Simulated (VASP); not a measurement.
# Sn (Fd-3m) in VASP: a series of runs

Sn is run at these levels: PBE, r2SCAN; tasks: single point, relaxation of cell and atoms.

Everything below comes from runs of VASP 6.6.1. Logs are shortened: lines on timing, memory, paths and dates and some standing lists are left out, and cuts for length are marked.

### 1 The cell of the first run

Symmetry: Fd-3m, No. 227, cubic system. The conventional cell has a = 6.655 Å, b = 6.655 Å, c = 6.655 Å, α = 90.00°, β = 90.00°, γ = 90.00°. Sn (site symmetry -43m) has 4 Sn at 2.88 Å within 3.8 Å.

### 2 Single point, PBE

Contents of INCAR:

```
PREC     = Accurate       # precision mode
ENCUT    = 520            # plane-wave cutoff, eV
EDIFF    = 1E-6           # SCF threshold, eV
ISMEAR   = 0              # smearing method
SIGMA    = 0.1            # smearing width, eV
LREAL    = F              # projectors in reciprocal space
LASPH    = T              # aspherical terms in the spheres
NELM     = 80             # most SCF steps
ALGO     = Normal         # electronic algorithm
ISIF     = 2              # what is computed and relaxed
LWAVE    = F              # write WAVECAR
LCHARG   = T              # write CHGCAR
GGA      = PE             # functional
LELF     = T              # ELF
LVHAR    = T            
NBANDS   = 21             # bands
```

Contents of KPOINTS:

```
Automatic mesh
0
Gamma
  12 12 12
```

Contents of POSCAR:

```
Sn
1.0
    0.0000000000      3.3273247529      3.3273247529
    3.3273247529      0.0000000000      3.3273247529
    3.3273247529      3.3273247529      0.0000000000
Sn
2
Direct
    0.0000000000      0.0000000000      0.0000000000
    0.2500000000      0.2500000000      0.2500000000
```

Potentials or basis: VASP PAW PBE potentials, release 64 (Sn_d).

Command:

```bash
$ cat potpaw_PBE.64/Sn_d/POTCAR > POTCAR
$ mpirun -np 1 vasp_std > vasp.out
```

OUTCAR:

```text
PREC = Accurate
   ENCUT = 520
   EDIFF = 1E-6
   ISMEAR = 0
   LREAL = F
   LASPH = T
   NELM = 80
   ISIF = 2
   GGA = PE

 ion  position               nearest neighbor table
   1  0.000  0.000  0.000-   2 2.88   2 2.88   2 2.88   2 2.88
   2  0.250  0.250  0.250-   1 2.88   1 2.88   1 2.88   1 2.88

  LATTYP: Found a face centered cubic cell.
 ALAT       =     6.6546495058

  Lattice vectors:

 A1 = (   0.0000000000,   3.3273247529,   3.3273247529)
 A2 = (   3.3273247529,   0.0000000000,   3.3273247529)
 A3 = (   3.3273247529,   3.3273247529,   0.0000000000)

Analysis of symmetry for initial positions (statically):
=====================================================================
 Subroutine PRICEL returns:
 Original cell was already a primitive cell.

 Routine SETGRP: Setting up the symmetry group for a
 face centered cubic supercell.

 Subroutine GETGRP returns: Found 48 space group operations
 (whereof 24 operations were pure point group operations)
 out of a pool of 48 trial point group operations.

The static configuration has the point symmetry T_d .
 The point group associated with its full space group is O_h .

Analysis of symmetry for dynamics (positions and initial velocities):
=====================================================================
 Subroutine PRICEL returns:
 Original cell was already a primitive cell.

 Routine SETGRP: Setting up the symmetry group for a
 face centered cubic supercell.

 Subroutine GETGRP returns: Found 48 space group operations
 (whereof 24 operations were pure point group operations)
 out of a pool of 48 trial point group operations.

The dynamic configuration has the point symmetry T_d .
 The point group associated with its full space group is O_h .

 Subroutine INISYM returns: Found 48 space group operations
 (whereof 24 operations are pure point group operations),
 and found     1 'primitive' translations

----------------------------------------------------------------------------------------

                                     Primitive cell

  volume of cell :      73.6742

  direct lattice vectors                    reciprocal lattice vectors
     0.000000000  3.327324753  3.327324753    -0.150270874  0.150270874  0.150270874
     3.327324753  0.000000000  3.327324753     0.150270874 -0.150270874  0.150270874
     3.327324753  3.327324753  0.000000000     0.150270874  0.150270874 -0.150270874

  length of vectors
     4.705547792  4.705547792  4.705547792     0.260276789  0.260276789  0.260276789

  position of ions in fractional coordinates (direct lattice)
     0.000000000  0.000000000  0.000000000
     0.250000000  0.250000000  0.250000000

  ion indices of the primitive-cell ions
   primitive index   ion index
                 1           1
                 2           2

----------------------------------------------------------------------------------------

 KPOINTS: Automatic mesh

Automatic generation of k-mesh.
 Grid dimensions read from file:
 generate k-points for:   12   12   12

 Generating k-lattice:

  Cartesian coordinates                     Fractional coordinates (reciprocal lattice)
    -0.012522573  0.012522573  0.012522573     0.083333333  0.000000000  0.000000000
     0.012522573 -0.012522573  0.012522573     0.000000000  0.083333333  0.000000000
     0.012522573  0.012522573 -0.012522573     0.000000000  0.000000000  0.083333333

  Length of vectors
     0.021689732  0.021689732  0.021689732

  Shift w.r.t. Gamma in fractional coordinates (k-lattice)
     0.000000000  0.000000000  0.000000000

 Subroutine IBZKPT returns following result:
 ===========================================

 Found     72 irreducible k-points:

 Following reciprocal coordinates:
            Coordinates               Weight
  0.000000  0.000000  0.000000      1.000000
  0.083333  0.000000  0.000000      8.000000
  0.166667  0.000000  0.000000      8.000000
  0.250000  0.000000  0.000000      8.000000
  0.333333  0.000000  0.000000      8.000000
  0.416667  0.000000  0.000000      8.000000
[... 16 lines left out ...]
  0.500000  0.166667  0.000000     24.000000
 -0.416667  0.166667  0.000000     24.000000
 [... further k-points ...]
   k-points           NKPTS =     72   k-points in BZ     NKDIM =     72   number of bands    NBANDS=     21
   number of dos      NEDOS =    301   number of ions     NIONS =      2
   total plane-waves  NPLWV =  46656
   dimension x,y,z NGX =    36 NGY =   36 NGZ =   36
   dimension x,y,z NGXF=    72 NGYF=   72 NGZF=   72
   ions per type =               2
   NGX,Y,Z   is equivalent  to a cutoff of  12.72, 12.72, 12.72 a.u.
   NGXF,Y,Z  is equivalent  to a cutoff of  25.44, 25.44, 25.44 a.u.
 SYSTEM =  unknown system
   PREC   = accura    normal or accurate (medium, high low for compatibility)
   ISTART =      0    job   : 0-new  1-cont  2-samecut
   ICHARG =      2    charge: 1-file 2-atom 10-const
   ISPIN  =      1    spin polarized calculation?
   LNONCOLLINEAR =      F non collinear calculations
   LSORBIT =      F    spin-orbit coupling
   LASPH  =      T    aspherical Exc in radial PAW
   ENCUT  =  520.0 eV  38.22 Ry    6.18 a.u.   8.75  8.75  8.75*2*pi/ulx,y,z
   NELM   =     80;   NELMIN=  2; NELMDL= -5     # of ELM steps
   EDIFF  = 0.1E-05   stopping-criterion for ELM
   LREAL  =      F    real-space projection
   EDIFFG = 0.1E-04   stopping-criterion for IOM
   NSW    =      0    number of steps for IOM
   IBRION =     -1    ionic relax: 0-MD 1-quasi-New 2-CG
   NFREE  =      0    steps in history (QN), initial steepest desc. (CG)
   ISIF   =      2    stress and relaxation
   ISYM   =      2    0-nonsym 1-usesym 2-fastsym
   POTIM  = 0.5000    time-step for ionic-motion
   TEBEG  =    0.0;   TEEND  =   0.0 temperature during run
   PSTRESS=    0.0 pullay stress
   NELECT =      28.0000    total number of electrons
   NUPDOWN=      -1.0000    fix difference up-down
   EMIN   =  10.00;   EMAX   =-10.00  energy-range for DOS
   EFERMI =   0.00;   METHOD = LEGACY
   ISMEAR =     0;   SIGMA  =   0.10  broadening in eV -4-tet -1-fermi 0-gaus
   EFERMI_NEDOS =   21; number of points for ismear=-14 and -15
   IALGO  =     38    algorithm
   IMIX   =      4    mixing-type and parameters
     AMIX     =   0.40;   BMIX     =  1.00
     AMIX_MAG =   1.60;   BMIX_MAG =  1.00
  volume/ion in A,a.u.               =      36.84       248.59
  Fermi-wavevector in a.u.,A,eV,Ry     =   1.185830  2.240893 19.132404  1.406192
  Thomas-Fermi vector in A             =   2.322015
   LORBIT       =      0    0 simple, 1 ext, 2 COOP (PROOUT), +10 PAW based schemes
   GGA     = PE    functional components
   LHFCALC =     F    Hartree Fock is set to
   AEXX    =    0.0000 exact exchange contribution
   IVDW    =     0    specifies the selected vdW correction
   LEPSILON=     F    determine dielectric tensor
   LRPA    =     F    only Hartree local field effects (RPA)
 non-spin polarized calculation
 Gauss-broadening in eV      SIGMA  =   0.10
  energy-cutoff  :      520.00
  volume of cell :       73.67
 maximum number of plane-waves:      2012
   NGX = 17   NGY = 17   NGZ = 17

 number of electron      28.0000007 magnetization

 Free energy of the ion-electron system (eV)
  ---------------------------------------------------
  ext. energy  EPLUGINS =         0.00000000
  ---------------------------------------------------
  free energy    TOTEN  =        -7.69322533 eV

  energy without entropy =       -7.69192717  energy(sigma->0) =       -7.69257625

 E-fermi :   4.8508     XC(G=0):  -8.5508

 val. band max:        4.8361161860   @ k =   0.0833   0.0000   0.0000
 cond. band min:       4.8962858387   @ k =   0.3333   0.0000   0.0000
 fundamental gap:      0.0601696527
 Fermi energy:         4.8507909321

 k-point     1 :       0.0000    0.0000    0.0000
  band No.  band energies     occupation
      1     -16.6780      2.00000
      2     -16.6780      2.00000
      3     -16.6780      2.00000
      4     -16.6282      2.00000
      5     -16.6282      2.00000
      6     -16.3757      2.00000
[... 13 lines left out ...]
     20      12.6577      0.00000
     21      12.6577      0.00000

 k-point     2 :       0.0833    0.0000    0.0000
  band No.  band energies     occupation
      1     -16.6825      2.00000
      2     -16.6825      2.00000
      3     -16.6766      2.00000
      4     -16.6222      2.00000
      5     -16.6222      2.00000
      6     -16.3893      2.00000
[... 13 lines left out ...]
     20      12.1416      0.00000
     21      12.1416      0.00000

 k-point     3 :       0.1667    0.0000    0.0000
  band No.  band energies     occupation
      1     -16.6910      2.00000
      2     -16.6910      2.00000
      3     -16.6726      2.00000
      4     -16.6094      2.00000
      5     -16.6094      2.00000
      6     -16.4032      2.00000
[... 13 lines left out ...]
     20      11.7200      0.00000
     21      11.7200      0.00000

 k-point     4 :       0.2500    0.0000    0.0000
  band No.  band energies     occupation
      1     -16.6987      2.00000
      2     -16.6987      2.00000
      3     -16.6669      2.00000
      4     -16.5964      2.00000
      5     -16.5964      2.00000
      6     -16.4149      2.00000
[... 13 lines left out ...]
     20      11.6791      0.00000
     21      11.6791      0.00000

 k-point     5 :       0.3333    0.0000    0.0000
  band No.  band energies     occupation
      1     -16.7040      2.00000
      2     -16.7040      2.00000
      3     -16.6611      2.00000
      4     -16.5865      2.00000
      5     -16.5865      2.00000
      6     -16.4231      2.00000
[... 13 lines left out ...]
     20      12.0831      0.00000
     21      12.0831      0.00000
[... 382 lines left out ...]
     20      12.4101      0.00000
     21      13.0400      0.00000

 k-point    22 :       0.4167    0.1667    0.0000
  band No.  band energies     occupation
      1     -16.7210      2.00000
      2     -16.7081      2.00000
      3     -16.6465      2.00000
      4     -16.5752      2.00000
      5     -16.5524      2.00000
      6     -16.4731      2.00000
[... 13 lines left out ...]
     20      12.7728      0.00000
     21      13.5533      0.00000

 k-point    23 :       0.5000    0.1667    0.0000
  band No.  band energies     occupation
      1     -16.7260      2.00000
      2     -16.7120      2.00000
      3     -16.6338      2.00000
      4     -16.5648      2.00000
      5     -16.5555      2.00000
      6     -16.4665      2.00000
[... 13 lines left out ...]
     20      13.2417      0.00000
     21      13.5425      0.00000

 k-point    24 :      -0.4167    0.1667    0.0000
  band No.  band energies     occupation
      1     -16.7266      2.00000
      2     -16.7142      2.00000
      3     -16.6278      2.00000
      4     -16.5654      2.00000
      5     -16.5578      2.00000
      6     -16.4513      2.00000
[... 13 lines left out ...]
     20      12.5501      0.00000
     21      12.7568      0.00000

 [... further k-points ...]

------------------------ aborting loop because EDIFF is reached ----------------------------------------

  FORCE on cell =-STRESS in cart. coord.  units (eV):
  Direction    XX          YY          ZZ          XY          YZ          ZX
  --------------------------------------------------------------------------------------
  -------------------------------------------------------------------------------------
  Total       -0.0139870     -0.0139870     -0.0139870      0.0000000      0.0000000     -0.0000000
  in kB       -0.3041731     -0.3041731     -0.3041731      0.0000000      0.0000000     -0.0000000
  external PRESSURE =      -0.3041731 kB  Pullay stress =       0.0000000 kB

 VOLUME and BASIS-vectors are now :
 -----------------------------------------------------------------------------
  energy-cutoff  :      520.00
  volume of cell :       73.67
      direct lattice vectors                 reciprocal lattice vectors
     0.000000000  3.327324753  3.327324753    -0.150270874  0.150270874  0.150270874
     3.327324753  0.000000000  3.327324753     0.150270874 -0.150270874  0.150270874
     3.327324753  3.327324753  0.000000000     0.150270874  0.150270874 -0.150270874

 POSITION                                       TOTAL-FORCE (eV/Angst)
 -----------------------------------------------------------------------------------
      0.00000      0.00000      0.00000         0.000000     -0.000000     -0.000000
      1.66366      1.66366      1.66366        -0.000000      0.000000      0.000000
 -----------------------------------------------------------------------------------
    total drift:                                0.000000      0.000000      0.000000

  FREE ENERGIE OF THE ION-ELECTRON SYSTEM (eV)
  ---------------------------------------------------
  free  energy   TOTEN  =        -7.6932253327 eV

  energy  without entropy=       -7.6919271725  energy(sigma->0) =       -7.69257625
```

Run time: 37 s. Hardware: 1 thread of Intel Xeon 6975P-C (Granite Rapids), shared host; peak memory 0.25 GiB.

What came out:

```
Free energy            : -7.6932 eV
Pressure               : 0.0 GPa
Band gap on the k mesh : zero (band 14 reaches 4.96 eV, above the bottom of band 15 at 4.73 eV)
```

Caveat: spin-orbit coupling is left out, which moves the levels of the heavy elements.

### 3 Single point, r2SCAN

Contents of POSCAR:

```
Sn
1.0
    0.0000000000      3.3273247537      3.3273247537
    3.3273247537      0.0000000000      3.3273247537
    3.3273247537      3.3273247537      0.0000000000
Sn
2
Direct
    0.0000000000      0.0000000000      0.0000000000
    0.2500000000      0.2500000000      0.2500000000
```

Contents of INCAR.step1:

```
ALGO = Normal
EDIFF = 1E-4
ENCUT = 520
GGA = PE
ISMEAR = 0
LASPH = True
LCHARG = False
LREAL = False
LWAVE = True
NBANDS = 21
NELM = 80
PREC = Accurate
SIGMA = 0.1
```

Contents of INCAR.step2:

```
ALGO = Normal
EDIFF = 1E-6
ENCUT = 520
ISIF = 2
ISMEAR = 0
ISTART = 1
LASPH = True
LCHARG = True
LELF = True
LMIXTAU = True
LREAL = False
LVHAR = True
LWAVE = False
METAGGA = R2SCAN
NBANDS = 21
NELM = 80
PREC = Accurate
SIGMA = 0.1
```

Contents of KPOINTS:

```
k-points
0
Gamma
  12 12 12
```

Potentials or basis: VASP PAW PBE potentials, release 64 (Sn_d).

Command:

```bash
$ cat potpaw_PBE.64/Sn_d/POTCAR > POTCAR
$ cp INCAR.step1 INCAR
$ mpirun -np 1 vasp_std > vasp.out
$ cp INCAR.step2 INCAR
$ mpirun -np 1 vasp_std > vasp.out
```

Wall time 2.2 min (1 thread of Intel Xeon 6975P-C (Granite Rapids), shared host); peak memory 0.26 GiB.

The run converged. Its results:

```yaml
Free_energy: -49.4815 eV
Pressure: -1.6 GPa
Band_gap_on_the_k_mesh: zero (band 14 reaches 4.81 eV, above the bottom of band 15 at 4.79 eV)
```

Levels at points of the mesh, in eV from the Fermi level:
```csv
k point,band 11,band 12,band 13,band 14,band 15,band 16,band 17,band 18
"(0.00, 0.00, 0.00)",-10.60,-0.87,0.04,0.04,0.04,2.25,2.25,2.25
"(0.50, 0.00, 0.00)",-9.03,-6.28,-1.12,-1.12,0.02,3.36,3.36,6.00
"(0.50, 0.50, 0.00)",-7.57,-7.57,-2.40,-2.40,1.02,1.02,7.70,7.70
```

Caveat: the PAW data sets were made with another functional, which shifts forces and pressure a little; spin-orbit coupling is left out, which moves the levels of the heavy elements.

### 4 Relaxation of cell and atoms, PBE

Contents of INCAR:

```
PREC = Accurate ; ENCUT = 600
EDIFF = 1E-7 ; ISMEAR = 0
SIGMA = 0.1 ; LREAL = False
LASPH = True ; NELM = 80
ALGO = Fast ; ISIF = 3
LWAVE = False ; LCHARG = False
GGA = PE ; IBRION = 2
NSW = 100 ; EDIFFG = -0.005
```

Contents of KPOINTS:

```
regular mesh
0
Gamma
  12 12 12
```

Contents of POSCAR:

```
Sn
1.0
    0.0000000000      3.3273247529      3.3273247529
    3.3273247529      0.0000000000      3.3273247529
    3.3273247529      3.3273247529      0.0000000000
Sn
2
Direct
    0.0000000000      0.0000000000      0.0000000000
    0.2500000000      0.2500000000      0.2500000000
```

Command:

```bash
$ cat potpaw_PBE.64/Sn_d/POTCAR > POTCAR
$ mpirun -np 1 vasp_std > vasp.out
```

It took 56 s on 1 thread of Intel Xeon 6975P-C (Granite Rapids), shared host; peak memory 0.29 GiB.

The run converged. Its results:

```yaml
Free_energy: -7.6933 eV
Pressure_after_relaxing: 0.0 GPa
Band_gap_on_the_k_mesh: zero (band 14 reaches 4.96 eV, above the bottom of band 15 at 4.73 eV)
```

Final structure:
```
CELL_PARAMETERS angstrom
0.00000 3.32732 3.32732
3.32732 0.00000 3.32732
3.32732 3.32732 0.00000
ATOMIC_POSITIONS crystal
Sn 0.00000 0.00000 0.00000
Sn 0.25000 0.25000 0.25000
```

Levels at points of the mesh, in eV from the Fermi level:
| k point | band 10 | band 11 | band 12 | band 13 | band 14 | band 15 | band 16 | band 17 | band 18 |
| --- | --- | --- | --- | --- | --- | --- | --- | --- | --- |
| (0.00, 0.00, 0.00) | -21.22 | -10.10 | -1.13 | 0.11 | 0.11 | 0.11 | 2.17 | 2.17 | 2.17 |
| (0.50, 0.00, 0.00) | -21.18 | -8.62 | -6.01 | -0.98 | -0.98 | -0.12 | 3.22 | 3.22 | 5.71 |
| (0.50, 0.50, 0.00) | -21.17 | -7.25 | -7.25 | -2.20 | -2.20 | 0.92 | 0.92 | 7.28 | 7.28 |

Caveat: the relaxation stopped at its first step, so nothing moved; spin-orbit coupling is left out, which moves the levels of the heavy elements.

### 5 Summary

| task | level | cell | cutoff (eV) | gap on the mesh (eV) | pressure (GPa) |
| --- | --- | --- | --- | --- | --- |
| single point | PBE | as given | 520 | none | 0.0 |
| single point | r2SCAN | as given | 520 | none | -1.6 |
| relaxation of cell and atoms | PBE | relaxed | 600 | none | 0.0 |

Alike in all rows: potentials or basis VASP PAW PBE potentials, release 64 (Sn_d); no spin polarisation; k mesh 12 × 12 × 12; smearing gaussian 0.1 eV.

Caveats: spin-orbit coupling is left out, which moves the levels of the heavy elements; the PAW data sets were made with another functional, which shifts forces and pressure a little (some runs); the relaxation stopped at its first step, so nothing moved (some runs).

Total energies depend on the potentials used, so only differences within one code and one set of settings carry meaning.
